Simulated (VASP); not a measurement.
The system is Hf5H2.

```
Hf H
1.0
    -3.51000    3.51000    2.21000
     3.51000   -3.51000    2.21000
     3.51000    3.51000   -2.21000
Hf H
5 2
Direct
  0.60000 0.20000 0.80000
  0.20000 0.40000 0.60000
  0.80000 0.60000 0.40000
  0.40000 0.80000 0.20000
  0.00000 0.00000 0.00000
  0.25000 0.75000 0.50000
  0.75000 0.25000 0.50000
```

- Program: VASP 6.6.1
- Task: relaxation of cell and atoms
- Functional: PBE
- Potentials or basis: VASP PAW PBE potentials, release 64 (Hf_pv, H)
- Cutoff: 600 eV
- k mesh: 4 × 4 × 4
- Occupations: gaussian, width 0.2 eV
- Spin: no spin polarisation

At the start: pressure 12.6 GPa; volume 15.56 Å³/atom.

Task: Where does the relaxation end?

Result: Over 6 steps the energy falls by 81.3 meV/atom and the volume is 16.87 Å³/atom (+8.4 %); space group I4/m (No. 87, to 0.1 Å) before and after.

The path:
| step | energy change (eV) | largest force (eV/Å) | pressure (GPa) | volume (Å³) |
| --- | --- | --- | --- | --- |
| 1 | 0.0000 | 1.6204 | 12.55 | 108.91 |
| 2 | -0.2633 | 0.1445 | -8.45 | 129.27 |
| 3 | -0.5375 | 0.4078 | -1.20 | 120.09 |
| 4 | -0.5376 | 0.4254 | -0.97 | 119.86 |
| 5 | -0.5659 | 0.1448 | -0.03 | 118.62 |
| 6 | -0.5688 | 0.0297 | 0.41 | 118.09 |

Final structure:
```
CELL_PARAMETERS angstrom
-3.61369 3.61369 2.26083
3.61369 -3.61369 2.26083
3.61369 3.61369 -2.26083
ATOMIC_POSITIONS crystal
Hf 0.60481 0.20922 0.81404
Hf 0.20922 0.39519 0.60441
Hf 0.79078 0.60481 0.39559
Hf 0.39519 0.79078 0.18596
Hf 0.00000 0.00000 0.00000
H 0.25000 0.75000 0.50000
H 0.75000 0.25000 0.50000
```

Caveat: the k points lie up to 0.41 Å⁻¹ apart in the final cell.
